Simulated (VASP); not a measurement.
# In2O3 in VASP: notebook, part 2 of 3

VASP 6.6.1.

## 4. Single point, PBE

The input, INCAR:

```
SYSTEM = In2O3
PREC = Accurate
ENCUT = 520
EDIFF = 1E-6
ISMEAR = -1
SIGMA = 0.05
LREAL = Auto
LASPH = .True.
NELM = 60
ALGO = Normal
ISIF = 2
LWAVE = .False.
LCHARG = .True.
GGA = PE
LELF = .True.
LVHAR = .True.
NBANDS = 104
ISYM = 0
```

The input, KPOINTS:

```
regular mesh
0
Gamma
  1 1 1
  0 0 0
```

The input, POSCAR:

```
In2O3
1.0
    6.5491560000      0.0602710000     -0.0265460000
    0.0602710000      6.5253210000     -0.0478520000
   -0.0265460000     -0.0478520000      6.3657510000
In O
8 12
Direct
    0.0659539568      0.7160529002      0.1846973558
    0.5666462718      0.6956542166      0.1635126221
    0.3258661234      0.9042481415      0.6767881000
    0.1800218440      0.3998160773      0.6058334451
    0.3399080263      0.2667431676      0.0631194014
    0.6722514555      0.2575371656      0.4787039668
    0.7963658590      0.7492399250      0.6611799546
    0.8447096409      0.1820602178      0.0081053449
    0.3695396592      0.4669342629      0.3269973234
    0.3199400567      0.6565826467      0.9308835551
    0.5783543698      0.1015280469      0.1929928323
    0.8169028965      0.8354043462     -0.0377397305
    0.4575333073      0.2220279472      0.7150927142
    0.0292047220      0.1076748285      0.4553209393
    0.8171336335      0.4801282016      0.2123651591
    0.5694714657      0.8460467239      0.4780587895
    0.8512376936      0.4238647385      0.7206057433
    0.0974767334      0.0760868538      0.2380081353
    0.1243046895      0.1256436888      0.8571714624
    0.0923804310      0.7112950397      0.5021591673
```

Potentials or basis: VASP PAW PBE potentials, release 64 (In_d, O).

Started as:

```
> cat potpaw_PBE.64/In_d/POTCAR potpaw_PBE.64/O/POTCAR > POTCAR
> mpirun -np 1 vasp_gam > vasp.out
```

OUTCAR:

```text
SYSTEM = In2O3
   PREC = Accurate
   ENCUT = 520
   EDIFF = 1E-6
   ISMEAR = -1
   LREAL = Auto
   LASPH = .True.
   NELM = 60
   ISIF = 2
   GGA = PE
   ISYM = 0

 ion  position               nearest neighbor table
   1  0.066  0.716  0.185-  20 2.03  15 2.27  12 2.28  10 2.35  18 2.38   9 2.70   2 3.28   2 3.28
                             4 3.48   5 3.49   7 3.52   8 3.54   3 3.75   7 3.77   3 3.89   8 3.94
   2  0.567  0.696  0.164-  15 2.16  10 2.20  16 2.22   9 2.26  12 2.30  11 2.65   5 3.25   1 3.28
                             1 3.28   7 3.51   7 3.57   6 3.57   3 3.73   8 3.84   3 3.86   8 3.90
   3  0.326  0.904  0.677-  16 2.07  19 2.25  13 2.27  20 2.27  10 2.30  14 2.73   7 3.23   5 3.39
                             4 3.39   4 3.47   6 3.52   7 3.63   2 3.73   1 3.75   2 3.86   1 3.89
   4  0.180  0.400  0.606-  20 2.21   9 2.23  13 2.25  17 2.28  14 2.35  19 2.45  10 2.80   5 3.21
                             7 3.38   3 3.39   6 3.44   3 3.47   1 3.48   6 3.55   8 3.70   5 3.70
   5  0.340  0.267  0.063-  11 2.06   9 2.12  19 2.13  18 2.33  13 2.36  10 2.69   4 3.21   2 3.25
                             8 3.31   8 3.36   3 3.39   6 3.41   1 3.49   4 3.70
   6  0.672  0.258  0.479-  13 2.09  11 2.16  17 2.21  15 2.46  14 2.52   9 2.58  16 2.78   8 3.24
                             5 3.41   4 3.44   7 3.50   3 3.52   4 3.55   2 3.57   8 3.58   7 3.61
   7  0.796  0.749  0.661-  16 1.98  12 1.99  17 2.19  20 2.20   3 3.23   4 3.38   6 3.50   2 3.51
                             1 3.52   2 3.57   8 3.58   6 3.61   3 3.63   1 3.77
   8  0.845  0.182  0.008-  19 2.10  11 2.19  12 2.29  18 2.30  15 2.33  17 2.44   6 3.24   5 3.31
                             5 3.36   1 3.54   7 3.58   6 3.58   4 3.70   2 3.84   2 3.90   1 3.94
   9  0.370  0.467  0.327-   5 2.12   4 2.23   2 2.26   6 2.58   1 2.70
  10  0.320  0.657  0.931-   2 2.20   3 2.30   1 2.35   5 2.69   4 2.80
  11  0.578  0.102  0.193-   5 2.06   6 2.16   8 2.19   2 2.65
  12  0.817  0.835  0.962-   7 1.99   1 2.28   8 2.29   2 2.30
  13  0.458  0.222  0.715-   6 2.09   4 2.25   3 2.27   5 2.36
  14  0.029  0.108  0.455-  18 1.47   4 2.35   6 2.52   3 2.73
  15  0.817  0.480  0.212-   2 2.16   1 2.27   8 2.33   6 2.46
  16  0.569  0.846  0.478-   7 1.98   3 2.07   2 2.22   6 2.78
  17  0.851  0.424  0.721-   7 2.19   6 2.21   4 2.28   8 2.44
  18  0.097  0.076  0.238-  14 1.47   8 2.30   5 2.33   1 2.38
  19  0.124  0.126  0.857-   8 2.10   5 2.13   3 2.25   4 2.45
  20  0.092  0.711  0.502-   1 2.03   7 2.20   4 2.21   3 2.27

[... 142 lines left out ...]
  volume of cell :      272.00
 maximum number of plane-waves:      3653
 NGX is ok and might be reduce to    50
   NGX = 25   NGY = 25   NGZ = 23

 number of electron     176.0000021 magnetization

 Free energy of the ion-electron system (eV)
  ---------------------------------------------------
  ext. energy  EPLUGINS =         0.00000000
  ---------------------------------------------------
  free energy    TOTEN  =      -105.08452667 eV

  energy without entropy =     -105.08452667  energy(sigma->0) =     -105.08452667

 E-fermi :   6.7042     XC(G=0): -10.9028

 val. band max:        5.5089825908   @ k =   0.0000   0.0000   0.0000
 cond. band min:       8.9528120414   @ k =   0.0000   0.0000   0.0000
 fundamental gap:      3.4438294507
 Fermi energy:         6.7042369422

 k-point     1 :       0.0000    0.0000    0.0000
  band No.  band energies     occupation
      1     -15.1475      2.00000
      2     -12.5540      2.00000
      3     -12.2644      2.00000
      4     -12.0589      2.00000
      5     -11.9432      2.00000
      6     -11.5867      2.00000
[... 92 lines left out ...]
     99      11.8136      0.00000
    100      11.9237      0.00000
 [bands above 100 left out]

------------------------ aborting loop because EDIFF is reached ----------------------------------------

  FORCE on cell =-STRESS in cart. coord.  units (eV):
  Direction    XX          YY          ZZ          XY          YZ          ZX
  --------------------------------------------------------------------------------------
  -------------------------------------------------------------------------------------
  Total        7.3687011     -0.7515989     10.2298386     -3.8072839      1.0387853     -0.2409709
  in kB       43.4042861     -4.4271864     60.2574095    -22.4262645      6.1188172     -1.4194047
  external PRESSURE =      33.0781698 kB  Pullay stress =       0.0000000 kB

 VOLUME and BASIS-vectors are now :
 -----------------------------------------------------------------------------
  energy-cutoff  :      520.00
  volume of cell :      272.00
      direct lattice vectors                 reciprocal lattice vectors
     6.549156000  0.060271000 -0.026546000     0.152706907 -0.001405882  0.000626239
     0.060271000  6.525321000 -0.047852000    -0.001405882  0.153270557  0.001146288
    -0.026546000 -0.047852000  6.365751000     0.000626239  0.001146288  0.157101884

 POSITION                                       TOTAL-FORCE (eV/Angst)
 -----------------------------------------------------------------------------------
      0.47020      4.66761      1.13972         0.032235     -0.102167     -1.966615
      3.74864      4.56569      0.99255         0.238624      0.769095      0.071084
      2.17068      5.88776      4.25634        -1.865860      0.282159      0.648396
      1.18701      2.59079      3.83267        -0.391541     -0.621013      0.105367
      2.24051      1.75805      0.38002        -0.272659      0.051580     -0.273519
      4.40549      1.69812      3.01714         0.670563      0.472945     -0.620522
[... 12 lines left out ...]
      0.79891      0.78634      5.44723        -0.371991     -0.337455     -0.239790
      0.63455      4.62297      3.16013        -0.060995     -0.181252      1.846094
 -----------------------------------------------------------------------------------
    total drift:                                0.021894      0.013704      0.014760

  FREE ENERGIE OF THE ION-ELECTRON SYSTEM (eV)
  ---------------------------------------------------
  free  energy   TOTEN  =      -105.0845266693 eV

  energy  without entropy=     -105.0845266692  energy(sigma->0) =     -105.08452667
```

OSZICAR:

```text
N       E                     dE             d eps       ncg     rms          rms(c)
DAV:   1     0.360364758349E+04    0.36036E+04   -0.84444E+04   216   0.273E+03
DAV:   2     0.888149835040E+03   -0.27155E+04   -0.26135E+04   208   0.822E+02
DAV:   3     0.241520713712E+02   -0.86400E+03   -0.80191E+03   216   0.351E+02
DAV:   4    -0.119501213472E+03   -0.14365E+03   -0.13987E+03   272   0.147E+02
DAV:   5    -0.124995053373E+03   -0.54938E+01   -0.54242E+01   280   0.315E+01    0.309E+01
DAV:   6    -0.105194138215E+03    0.19801E+02   -0.81574E+01   296   0.600E+01    0.250E+01
DAV:   7    -0.105318193457E+03   -0.12406E+00   -0.89409E+00   256   0.126E+01    0.635E+00
DAV:   8    -0.105156126904E+03    0.16207E+00   -0.10068E+00   304   0.441E+00    0.448E+00
DAV:   9    -0.105097129964E+03    0.58997E-01   -0.14629E-01   312   0.339E+00    0.184E+00
DAV:  10    -0.105084169739E+03    0.12960E-01   -0.67136E-02   240   0.150E+00    0.498E-01
DAV:  11    -0.105083829476E+03    0.34026E-03   -0.30087E-02   288   0.936E-01    0.256E-01
DAV:  12    -0.105084252988E+03   -0.42351E-03   -0.34110E-03   288   0.332E-01    0.182E-01
DAV:  13    -0.105084460469E+03   -0.20748E-03   -0.42521E-04   312   0.162E-01    0.767E-02
DAV:  14    -0.105084540327E+03   -0.79858E-04   -0.26271E-04   280   0.940E-02    0.434E-02
DAV:  15    -0.105084525596E+03    0.14731E-04   -0.67127E-05   288   0.805E-02    0.200E-02
DAV:  16    -0.105084526949E+03   -0.13533E-05   -0.23694E-05   240   0.220E-02    0.126E-02
DAV:  17    -0.105084526669E+03    0.27956E-06   -0.29981E-06   192   0.128E-02
   1 F= -.10508453E+03 E0= -.10508453E+03  d E =-.113050E-09
```

stdout:

```text
POSCAR found type information on POSCAR InO
 POSCAR found :  2 types and      20 ions
 scaLAPACK will be used
 LDA part: xc-table for (Slater+PW92), standard interpolation
 POSCAR, INCAR and KPOINTS ok, starting setup
 FFT: planning ... GRIDC
 FFT: planning ... GRID_SOFT
 FFT: planning ... GRID
 WAVECAR not read
 entering main loop
```

It took 32 s on 1 thread of Intel Xeon 6975P-C (Granite Rapids), shared host; peak memory 0.32 GiB.

What came out:

```
Free energy   : -105.0845 eV
Pressure      : 3.3 GPa
Largest force : 2.505 eV/Å
```

Forces in eV/Å, atoms in the order of the input:
```
In   0.032 -0.102 -1.967
In   0.239  0.769  0.071
In  -1.866  0.282  0.648
In  -0.392 -0.621  0.105
In  -0.273  0.052 -0.274
In   0.671  0.473 -0.621
In   2.010 -1.487 -0.153
In  -0.521  0.523 -0.178
O   -0.189 -0.474  0.290
O   -0.222  0.200  0.260
O    1.047 -0.188 -0.706
O    0.033  0.563  1.546
O   -0.084  0.087  0.106
O    0.324  1.073  1.010
O    0.210 -0.203 -0.034
O   -0.366 -0.046 -0.589
O    0.159 -0.156 -0.527
O   -0.379 -0.225 -0.596
O   -0.372 -0.337 -0.240
O   -0.061 -0.181  1.846
```

Levels at points of the mesh, in eV from the Fermi level:
```tsv
k point	band 85	band 86	band 87	band 88	band 89	band 90	band 91	band 92
(0.00, 0.00, 0.00)	-1.67	-1.62	-1.32	-1.20	2.25	2.59	2.95	3.19
```

Caveat: the k points lie up to 0.99 Å⁻¹ apart; the atoms stand as in a frame of molecular dynamics; spin-orbit coupling is left out, which moves the levels of the heavy elements.

## 5. Single point, PBE

The input, INCAR:

```
PREC = Accurate
ENCUT = 520
EDIFF = 1E-7
ISMEAR = -1
SIGMA = 0.05
LREAL = Auto
LASPH = True
NELM = 80
ALGO = Normal
ISIF = 2
LWAVE = False
LCHARG = False
GGA = PE
ISYM = 0
NBANDS = 104
```

The input, KPOINTS:

```
Automatic mesh
0
Gamma
  1 1 1
```

The input, POSCAR:

```
In2O3
1.0
    6.5491560000      0.0602710000     -0.0265460000
    0.0602710000      6.5253210000     -0.0478520000
   -0.0265460000     -0.0478520000      6.3657510000
In O
8 12
Direct
    0.0606089865      0.7084817506      0.1634374632
    0.5678800624      0.7420578359      0.1942923774
    0.3019451671      0.9013351153      0.6882155969
    0.2044680687      0.3922012007      0.6225283429
    0.3466479160      0.2598678195      0.0862190982
    0.6720741068      0.2708253332      0.4720139718
    0.8274896786      0.7381177622      0.6590103748
    0.8456145894      0.1963350072     -0.0306573871
    0.3876091044      0.4582346600      0.3480280514
    0.3062376400      0.6583114328      0.9417300336
    0.5968263696      0.0939324906      0.1856552684
    0.8169029654      0.8333930373     -0.0354709083
    0.4884895602      0.2061938433      0.7608620305
    0.0757007184      0.0932658718      0.4831628679
    0.8024460957      0.4734501224      0.2037585619
    0.5762475755      0.8466154144      0.5034138641
    0.8666845090      0.4033932874      0.7151348180
    0.1156429997      0.0565557424      0.2572785465
    0.1346120937      0.1260983448      0.8665966467
    0.0980242574      0.6927795707      0.5042443602
```

Potentials or basis: VASP PAW PBE potentials, release 64 (In_d, O).

Started as:

```
> cat potpaw_PBE.64/In_d/POTCAR potpaw_PBE.64/O/POTCAR > POTCAR
> mpirun -np 1 vasp_gam > vasp.out
```

OUTCAR:

```text
PREC = Accurate
   ENCUT = 520
   EDIFF = 1E-7
   ISMEAR = -1
   LREAL = Auto
   LASPH = True
   NELM = 80
   ISIF = 2
   GGA = PE
   ISYM = 0

 ion  position               nearest neighbor table
   1  0.061  0.708  0.163-  10 2.17  12 2.18  20 2.19  15 2.32  18 2.37   9 2.92   2 3.24   2 3.34
                             5 3.48   7 3.52   7 3.55   3 3.67   8 3.68   4 3.71   8 3.83   3 3.89
   2  0.568  0.742  0.194-  16 2.07  12 2.29  11 2.31  15 2.31  10 2.40   9 2.44   1 3.24   1 3.34
                             7 3.40   5 3.54   6 3.62   5 3.72   3 3.73   3 3.80   8 3.81   7 3.82
[... 299 lines left out ...]
  Total        9.1651573     -0.6365736      5.6708535     -5.1351129      2.1151198     -1.7954073
  in kB       53.9860562     -3.7496463     33.4033565    -30.2476522     12.4588126    -10.5755912
  external PRESSURE =      27.8799221 kB  Pullay stress =       0.0000000 kB

 VOLUME and BASIS-vectors are now :
 -----------------------------------------------------------------------------
  energy-cutoff  :      520.00
  volume of cell :      272.00
      direct lattice vectors                 reciprocal lattice vectors
     6.549156000  0.060271000 -0.026546000     0.152706907 -0.001405882  0.000626239
     0.060271000  6.525321000 -0.047852000    -0.001405882  0.153270557  0.001146288
    -0.026546000 -0.047852000  6.365751000     0.000626239  0.001146288  0.157101884

 POSITION                                       TOTAL-FORCE (eV/Angst)
 -----------------------------------------------------------------------------------
      0.43530      4.61890      1.00489        -0.169284     -0.016931      0.150670
      3.75870      4.86710      1.18623        -0.126283     -0.530103     -1.391975
      2.01354      5.86677      4.32986         0.582557      0.112526     -0.084531
      1.34621      2.54177      3.93867        -0.088363     -0.500994      0.182789
      2.28363      1.71249      0.52721        -0.361568      0.129805     -0.565820
      4.40531      1.78514      2.97392        -0.036877     -0.140316     -0.350999
[... 12 lines left out ...]
      0.86619      0.78948      5.50693        -0.401995     -0.371283      0.437115
      0.67035      4.50239      3.17414         0.351841     -0.428556     -0.006152
 -----------------------------------------------------------------------------------
    total drift:                                0.011450     -0.001591     -0.007443

  FREE ENERGIE OF THE ION-ELECTRON SYSTEM (eV)
  ---------------------------------------------------
  free  energy   TOTEN  =      -105.4427683181 eV

  energy  without entropy=     -105.4427683181  energy(sigma->0) =     -105.44276832
```

OSZICAR:

```text
N       E                     dE             d eps       ncg     rms          rms(c)
DAV:   1     0.353049951211E+04    0.35305E+04   -0.83230E+04   224   0.273E+03
DAV:   2     0.878114352573E+03   -0.26524E+04   -0.25436E+04   208   0.858E+02
DAV:   3     0.140679909671E+02   -0.86405E+03   -0.79360E+03   224   0.356E+02
DAV:   4    -0.120736574333E+03   -0.13480E+03   -0.13207E+03   272   0.149E+02
DAV:   5    -0.125267213267E+03   -0.45306E+01   -0.44959E+01   280   0.300E+01    0.305E+01
DAV:   6    -0.105553957348E+03    0.19713E+02   -0.81640E+01   296   0.601E+01    0.257E+01
DAV:   7    -0.105673558207E+03   -0.11960E+00   -0.88318E+00   248   0.126E+01    0.650E+00
DAV:   8    -0.105516490560E+03    0.15707E+00   -0.11289E+00   304   0.454E+00    0.431E+00
DAV:   9    -0.105456636395E+03    0.59854E-01   -0.19601E-01   312   0.340E+00    0.178E+00
DAV:  10    -0.105443177641E+03    0.13459E-01   -0.69892E-02   248   0.150E+00    0.560E-01
DAV:  11    -0.105441976108E+03    0.12015E-02   -0.32770E-02   312   0.827E-01    0.209E-01
DAV:  12    -0.105442497686E+03   -0.52158E-03   -0.36210E-03   264   0.324E-01    0.145E-01
DAV:  13    -0.105442713706E+03   -0.21602E-03   -0.46961E-04   280   0.149E-01    0.591E-02
DAV:  14    -0.105442772955E+03   -0.59249E-04   -0.13910E-04   264   0.581E-02    0.239E-02
DAV:  15    -0.105442767303E+03    0.56516E-05   -0.36247E-05   312   0.497E-02    0.139E-02
DAV:  16    -0.105442768610E+03   -0.13063E-05   -0.14067E-05   272   0.155E-02    0.874E-03
DAV:  17    -0.105442768277E+03    0.33286E-06   -0.15654E-06   232   0.740E-03    0.328E-03
DAV:  18    -0.105442768318E+03   -0.41193E-07   -0.86722E-07   240   0.609E-03
   1 F= -.10544277E+03 E0= -.10544277E+03  d E =-.211354E-10
```

Wall time 32 s (1 thread of Intel Xeon 6975P-C (Granite Rapids), shared host); peak memory 0.31 GiB.

Results:

```yaml
Free_energy: -105.4428 eV
Pressure: 2.8 GPa
Largest_force: 2.298 eV/Å
```

Forces on the atoms (eV/Å):
```
In  -0.169 -0.017  0.151
In  -0.126 -0.530 -1.392
In   0.583  0.113 -0.085
In  -0.088 -0.501  0.183
In  -0.362  0.130 -0.566
In  -0.037 -0.140 -0.351
In  -0.343 -0.655  0.487
In  -1.798 -0.280  1.404
O    0.224 -0.515  0.365
O    0.472  0.018  0.304
O    0.987 -0.332  0.204
O    0.152  0.530  0.518
O    0.165  0.582 -0.922
O    0.306  0.811  0.255
O    0.463  0.386  0.076
O   -0.456  0.125  0.752
O    0.239  0.868 -0.967
O   -0.161  0.207 -0.845
O   -0.402 -0.371  0.437
O    0.352 -0.429 -0.006
```

Stress tensor (GPa, compression positive):
```
 5.40 -3.02 -1.06
-3.02 -0.37  1.25
-1.06  1.25  3.34
```

Levels at points of the mesh, in eV from the Fermi level:
| k point | band 86 | band 87 | band 88 | band 89 | band 90 | band 91 |
| --- | --- | --- | --- | --- | --- | --- |
| (0.00, 0.00, 0.00) | -1.84 | -1.52 | -1.28 | 2.06 | 2.32 | 2.76 |

Caveat: the k points lie up to 0.99 Å⁻¹ apart; the atoms stand as in a frame of molecular dynamics; spin-orbit coupling is left out, which moves the levels of the heavy elements.

(Continued in part 3 of 3.)
